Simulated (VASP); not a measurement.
# PbSe (m.bgw) (Fm-3m) in VASP: single point with PBE

Aim: the single point of PbSe (m.bgw) with PBE.

Program: VASP 6.6.1. These are calculated values, not measurements. Logs are shortened: lines on timing, memory, paths and dates and some standing lists are left out, and cuts for length are marked.

### 1 The cell of the first run

The structure is cubic, space group Fm-3m (No. 225). The conventional cell has a = 6.218 Å, b = 6.218 Å, c = 6.218 Å, α = 90.00°, β = 90.00°, γ = 90.00°. Within 4.1 Å of Pb (site symmetry m-3m) lie 6 Se at 3.11 Å. Se (site symmetry m-3m) has 6 Pb at 3.11 Å within 4.1 Å.

### 2 Single point, PBE

File INCAR:

```
ALGO = Normal
EDIFF = 1E-6
ENCUT = 500
GGA = PE
GGA_COMPAT = F
ISIF = 2
ISMEAR = 0
LASPH = T
LCHARG = T
LELF = T
LREAL = F
LVHAR = T
LWAVE = F
NBANDS = 17
NELM = 120
PREC = Accurate
SIGMA = 0.01
```

File KPOINTS:

```
k-points
0
Gamma
  4 4 4
```

File POSCAR:

```
PbSe
1.0
    0.0000000000      3.1088964466      3.1088964466
    3.1088964466      0.0000000000      3.1088964466
    3.1088964466      3.1088964466      0.0000000000
Pb Se
1 1
Direct
    0.0000000000      0.0000000000      0.0000000000
    0.5000000000      0.5000000000      0.5000000000
```

Potentials or basis: VASP PAW PBE potentials, release 64 (Pb_d, Se).

Command:

```console
> cat potpaw_PBE.64/Pb_d/POTCAR potpaw_PBE.64/Se/POTCAR > POTCAR
> mpirun -np 1 vasp_std > vasp.out
```

OUTCAR:

```text
EDIFF = 1E-6
   ENCUT = 500
   GGA = PE
   ISIF = 2
   ISMEAR = 0
   LASPH = T
   LREAL = F
   NELM = 120
   PREC = Accurate

 ion  position               nearest neighbor table
   1  0.000  0.000  0.000-   2 3.11   2 3.11   2 3.11   2 3.11   2 3.11   2 3.11
   2  0.500  0.500  0.500-   1 3.11   1 3.11   1 3.11   1 3.11   1 3.11   1 3.11

  LATTYP: Found a face centered cubic cell.
 ALAT       =     6.2177928932

  Lattice vectors:

 A1 = (   0.0000000000,   3.1088964466,   3.1088964466)
 A2 = (   3.1088964466,   0.0000000000,   3.1088964466)
 A3 = (   3.1088964466,   3.1088964466,   0.0000000000)

Analysis of symmetry for initial positions (statically):
=====================================================================
 Subroutine PRICEL returns:
 Original cell was already a primitive cell.

 Routine SETGRP: Setting up the symmetry group for a
 face centered cubic supercell.

 Subroutine GETGRP returns: Found 48 space group operations
[... 9 lines left out ...]

 Routine SETGRP: Setting up the symmetry group for a
 face centered cubic supercell.

 Subroutine GETGRP returns: Found 48 space group operations
[... 11 lines left out ...]
                                     Primitive cell

  volume of cell :      60.0964

  direct lattice vectors                    reciprocal lattice vectors
     0.000000000  3.108896447  3.108896447    -0.160828773  0.160828773  0.160828773
     3.108896447  0.000000000  3.108896447     0.160828773 -0.160828773  0.160828773
     3.108896447  3.108896447  0.000000000     0.160828773  0.160828773 -0.160828773

  length of vectors
     4.396643519  4.396643519  4.396643519     0.278563606  0.278563606  0.278563606

  position of ions in fractional coordinates (direct lattice)
     0.000000000  0.000000000  0.000000000
     0.500000000  0.500000000  0.500000000

  ion indices of the primitive-cell ions
   primitive index   ion index
                 1           1
                 2           2

----------------------------------------------------------------------------------------

 KPOINTS: k-points

Automatic generation of k-mesh.
 Grid dimensions read from file:
 generate k-points for:    4    4    4

 Generating k-lattice:

  Cartesian coordinates                     Fractional coordinates (reciprocal lattice)
    -0.040207193  0.040207193  0.040207193     0.250000000  0.000000000  0.000000000
     0.040207193 -0.040207193  0.040207193     0.000000000  0.250000000  0.000000000
[... 38 lines left out ...]
   LASPH  =      T    aspherical Exc in radial PAW
   ENCUT  =  500.0 eV  36.75 Ry    6.06 a.u.   8.02  8.02  8.02*2*pi/ulx,y,z
   NELM   =    120;   NELMIN=  2; NELMDL= -5     # of ELM steps
   EDIFF  = 0.1E-05   stopping-criterion for ELM
   LREAL  =      F    real-space projection
   EDIFFG = 0.1E-04   stopping-criterion for IOM
   NSW    =      0    number of steps for IOM
   IBRION =     -1    ionic relax: 0-MD 1-quasi-New 2-CG
   NFREE  =      0    steps in history (QN), initial steepest desc. (CG)
   ISIF   =      2    stress and relaxation
   ISYM   =      2    0-nonsym 1-usesym 2-fastsym
   POTIM  = 0.5000    time-step for ionic-motion
   TEBEG  =    0.0;   TEEND  =   0.0 temperature during run
   PSTRESS=    0.0 pullay stress
   NELECT =      20.0000    total number of electrons
   NUPDOWN=      -1.0000    fix difference up-down
   EMIN   =  10.00;   EMAX   =-10.00  energy-range for DOS
   EFERMI =   0.00;   METHOD = LEGACY
   ISMEAR =     0;   SIGMA  =   0.01  broadening in eV -4-tet -1-fermi 0-gaus
   EFERMI_NEDOS =   21; number of points for ismear=-14 and -15
   IALGO  =     38    algorithm
   IMIX   =      4    mixing-type and parameters
     AMIX     =   0.40;   BMIX     =  1.00
     AMIX_MAG =   1.60;   BMIX_MAG =  1.00
  volume/ion in A,a.u.               =      30.05       202.78
  Fermi-wavevector in a.u.,A,eV,Ry     =   1.134493  2.143881 17.511717  1.287075
  Thomas-Fermi vector in A             =   2.271197
   LORBIT       =      0    0 simple, 1 ext, 2 COOP (PROOUT), +10 PAW based schemes
   GGA     = PE    functional components
   LHFCALC =     F    Hartree Fock is set to
   AEXX    =    0.0000 exact exchange contribution
   IVDW    =     0    specifies the selected vdW correction
   LEPSILON=     F    determine dielectric tensor
   LRPA    =     F    only Hartree local field effects (RPA)
 non-spin polarized calculation
 Gauss-broadening in eV      SIGMA  =   0.01
  energy-cutoff  :      500.00
  volume of cell :       60.10
 maximum number of plane-waves:      1540
   NGX = 17   NGY = 17   NGZ = 17

 number of electron      19.9999995 magnetization

 Free energy of the ion-electron system (eV)
  ---------------------------------------------------
  ext. energy  EPLUGINS =         0.00000000
  ---------------------------------------------------
  free energy    TOTEN  =        -8.18905120 eV

  energy without entropy =       -8.18905120  energy(sigma->0) =       -8.18905120

 E-fermi :   4.5528     XC(G=0):  -9.3182

 val. band max:        4.4641298624   @ k =   0.5000   0.0000   0.0000
 cond. band min:       4.9020207803   @ k =   0.5000   0.0000   0.0000
 fundamental gap:      0.4378909178
 Fermi energy:         4.5528033122

 k-point     1 :       0.0000    0.0000    0.0000
  band No.  band energies     occupation
      1     -12.2691      2.00000
      2     -12.2691      2.00000
      3     -12.2691      2.00000
      4     -12.2633      2.00000
      5     -12.2633      2.00000
      6      -8.7094      2.00000
[... 137 lines left out ...]
      4     -12.2587      2.00000
      5     -12.2322      2.00000
      6      -7.4169      2.00000
[... 9 lines left out ...]
     16      16.0959      0.00000
     17      17.0102      0.00000

------------------------ aborting loop because EDIFF is reached ----------------------------------------

  FORCE on cell =-STRESS in cart. coord.  units (eV):
  Direction    XX          YY          ZZ          XY          YZ          ZX
  --------------------------------------------------------------------------------------
  -------------------------------------------------------------------------------------
  Total       -0.0048266     -0.0048266     -0.0048266     -0.0000000     -0.0000000      0.0000000
  in kB       -0.1286770     -0.1286770     -0.1286770     -0.0000000     -0.0000000      0.0000000
  external PRESSURE =      -0.1286770 kB  Pullay stress =       0.0000000 kB

 VOLUME and BASIS-vectors are now :
 -----------------------------------------------------------------------------
  energy-cutoff  :      500.00
  volume of cell :       60.10
      direct lattice vectors                 reciprocal lattice vectors
     0.000000000  3.108896447  3.108896447    -0.160828773  0.160828773  0.160828773
     3.108896447  0.000000000  3.108896447     0.160828773 -0.160828773  0.160828773
     3.108896447  3.108896447  0.000000000     0.160828773  0.160828773 -0.160828773

 POSITION                                       TOTAL-FORCE (eV/Angst)
 -----------------------------------------------------------------------------------
      0.00000      0.00000      0.00000         0.000000      0.000000     -0.000000
      3.10890      3.10890      3.10890        -0.000000     -0.000000      0.000000
 -----------------------------------------------------------------------------------
    total drift:                                0.000000     -0.000000     -0.000000

  FREE ENERGIE OF THE ION-ELECTRON SYSTEM (eV)
  ---------------------------------------------------
  free  energy   TOTEN  =        -8.1890512032 eV

  energy  without entropy=       -8.1890512032  energy(sigma->0) =       -8.18905120
```

It took 16 s on 1 thread of Intel Xeon 8259CL, shared host; peak memory 0.17 GiB.

Results:

* Free energy: -8.1891 eV
* Pressure: 0.0 GPa
* Band gap on the k mesh: 0.44 eV, direct

Levels at points of the mesh, in eV from the valence-band top:
| k point | band 8 | band 9 | band 10 | band 11 | band 12 | band 13 |
| --- | --- | --- | --- | --- | --- | --- |
| (0.00, 0.00, 0.00) | -1.63 | -1.63 | -1.63 | 4.64 | 4.64 | 4.64 |
| (0.50, 0.00, 0.00) | -1.26 | -1.26 | 0.00 | 0.44 | 1.83 | 1.83 |
| (0.50, 0.50, 0.00) | -4.56 | -2.91 | -2.91 | 3.92 | 5.47 | 5.47 |

Caveat: the k points lie up to 0.44 Å⁻¹ apart; spin-orbit coupling is left out, which moves the levels of the heavy elements. A k mesh can miss the band edges.
